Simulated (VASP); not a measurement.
# CsPbCl3: single point with LDA

CsPbCl3:

```xyz
5
Lattice="5.6755 -0.6073 -0.6073 -0.6073 5.6755 -0.6073 -0.6073 -0.6073 5.6755" Properties=species:S:1:pos:R:3 pbc="T T T"
Cs    0.0000    0.0000    0.0000
Pb    2.2304    2.2304    2.2304
Cl   -0.6073    2.5341    2.5341
Cl    2.5341   -0.6073    2.5341
Cl    2.5341    2.5341   -0.6073
```

This cell differs from its parent crystal: ratio of the length along [111] to the lengths across it x 0.71, volume and fractional coordinates fixed.

```json
{"Program": "VASP 6.6.1", "Task": "single point", "Functional": "LDA", "Potentials or basis": "VASP PAW LDA potentials, release 64 (Cs_sv, Pb_d, Cl)", "Cutoff": "520 eV", "k mesh": "6 × 6 × 6", "Occupations": "gaussian, width 0.05 eV", "Spin": "no spin polarisation", "Dipole correction": "no", "Further INCAR settings": "ALGO = Normal; EDIFF = 1e-07; NBANDS = 30"}
```

```json
{"Pressure": "-1.9 GPa", "Band gap on the k mesh": "1.03 eV, direct"}
```

Stress tensor (GPa, compression positive):
```
-1.86  1.47  1.47
 1.47 -1.86  1.47
 1.47  1.47 -1.86
```

Levels at points of the mesh, in eV from the valence-band top:
```
           k point  band 20  band 21  band 22  band 23  band 24  band 25
(0.00, 0.00, 0.00)    -1.38    -1.25    -1.25     3.75     4.42     4.42
(0.50, 0.00, 0.00)    -1.92    -1.34    -1.31     2.36     4.72     5.08
(0.50, 0.50, 0.00)    -1.95    -1.19    -0.64     2.21     2.79     5.03
(0.50, 0.50, 0.50)    -1.19    -1.15     0.00     1.03     2.36     2.36
```

Run time: 5.4 min on 1 thread of Oxide Virtual Turin-like Processor (shared host), peak memory 0.32 GiB.

Caveat: spin-orbit coupling is left out, which moves the levels of the heavy elements. A k mesh can miss the band edges.
